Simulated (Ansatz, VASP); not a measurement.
## In in VASP and in Ansatz

Contents of INCAR:

```
ALGO = Normal
EDIFF = 1E-6
ENCUT = 520
GGA = RE
ISIF = 2
ISMEAR = -1
LASPH = T
LCHARG = F
LREAL = F
LWAVE = F
NBANDS = 12
NELM = 60
PREC = Accurate
SIGMA = 0.1
```

Contents of KPOINTS:

```
k-points
0
Gamma
  11 11 11
```

File POSCAR:

```
In
1.0
    3.2466246840      0.0000000000      0.0000000000
    0.0000000000      3.2466246840      0.0000000000
    0.0000000000      0.0000000000      3.2466246840
In
1
Direct
    0.0000000000      0.0000000000      0.0000000000
```

Input for Ansatz:

```yaml
crystal:
  lattice:
    - [3.246624684, 0.0, 0.0]
    - [0.0, 3.246624684, 0.0]
    - [0.0, 0.0, 3.246624684]
  atoms:
    - { symbol: In, position: [0.0, 0.0, 0.0] }
hamiltonian:
  xc: revpbe
  pseudopotentials:
    kind: paw
    azcp:
      In: "pseudopotentials/In.paw.azcp"
basis:
  ecutwfc: 420
  fft_grid_basis: typed
kpoints:
  mp_grid: { grid: [11, 11, 11], shift: [0, 0, 0] }
magnetization:
  spin_polarized: false
scf:
  occupations: { method: fermi_dirac, width: 0.1 }
  lower_state_search: "off"
output:
  stress: true
  write_density: true
  write_potential: true
  elf: true
  volumetric_format: npy
```

Alike in both runs: task single point; functional revPBE; k mesh 11 × 11 × 11; occupations fermi-dirac, width 0.1 eV; no spin polarisation.

|  | VASP | Ansatz |
| --- | --- | --- |
| version | VASP 6.6.1 | Ansatz 0.2.0 |
| potentials or method | VASP PAW PBE potentials, release 64 (In_d), cutoff 520 eV | plane waves (420 eV) with PAW, scalar-relativistic |
| valence electrons in the cell | 13 | 13 |

|  | VASP | Ansatz | Ansatz less VASP |
| --- | --- | --- | --- |
| pressure (GPa) | -2.2 | -2.2 | +0.04 |

VASP's potentials were made for PBE, not for revPBE. The functional is the same, so the differences come from potentials, cutoffs and numerics.
